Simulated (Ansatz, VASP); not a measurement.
**PC: VASP beside Ansatz**

```
P C
1.0
     2.79356    0.00000    0.00000
    -1.39678    2.41929    0.00000
     0.00000    0.00000    2.66868
P C
1 1
Direct
  0.00000 0.00000 0.00000
  0.66667 0.33333 0.50000
```

Change from the starting cell: species swapped into the CoIr type (P-6m2, No. 187).

Alike in both runs: functional PBE; k mesh 8 × 8 × 4; occupations gaussian, width 0.2 eV; no spin polarisation.

Ansatz relaxed the structure, and its values are those at the end. VASP's run is a single point on that final structure, the one shown.

|  | VASP | Ansatz |
| --- | --- | --- |
| version | VASP 6.6.1 | Ansatz 0.2.0 |
| potentials or method | VASP PAW PBE potentials, release 64 (P, C), cutoff 600 eV | scalar-relativistic, plane waves, PAW |
| valence electrons in the cell | 9 | 9 |

```csv
,VASP,Ansatz,Ansatz less VASP
gap on the k mesh at the Fermi level (eV),none,none,-
pressure (GPa),-0.6,-0.2,+0.43
```

A gap of «none» marks a metal or a gap that the smearing closes.

The k mesh is coarse, so the values compare programs but aren't converged.
